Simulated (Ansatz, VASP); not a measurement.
MgO: VASP beside Ansatz

```
CELL_PARAMETERS angstrom
0.00000 2.07958 2.07958
2.07958 0.00000 2.07958
2.07958 2.07958 0.00000
ATOMIC_POSITIONS crystal
Mg 0.00000 0.00000 0.00000
O 0.50000 0.50000 0.50000
```

Alike in both runs: task single point; functional LDA; k mesh 10 × 10 × 10; occupations gaussian, width 0.01 eV; no spin polarisation.

|  | VASP | Ansatz |
| --- | --- | --- |
| version | VASP 6.6.1 | Ansatz 0.2.0 |
| potentials or method | VASP PAW LDA potentials, release 64 (Mg, O), cutoff 600 eV | scalar-relativistic, plane waves, PAW |
| valence electrons in the cell | 8 | 16 |

Ansatz gave:

```
gap on the k mesh at the Fermi level (eV) : 5.03
least direct gap on the mesh (eV)         : 5.03
pressure (GPa)                            : 0.0
```

Which values does VASP return?

gap on the k mesh at the Fermi level (eV): 5.04; least direct gap on the mesh (eV): 5.04; pressure (GPa): -2.0.

LDA's correlation is that of Perdew and Zunger in VASP and of Perdew and Wang (1992) in Ansatz. VASP's potentials hold 8 valence electrons a cell and Ansatz's 16, so a difference there can come from the potentials and not from the codes.
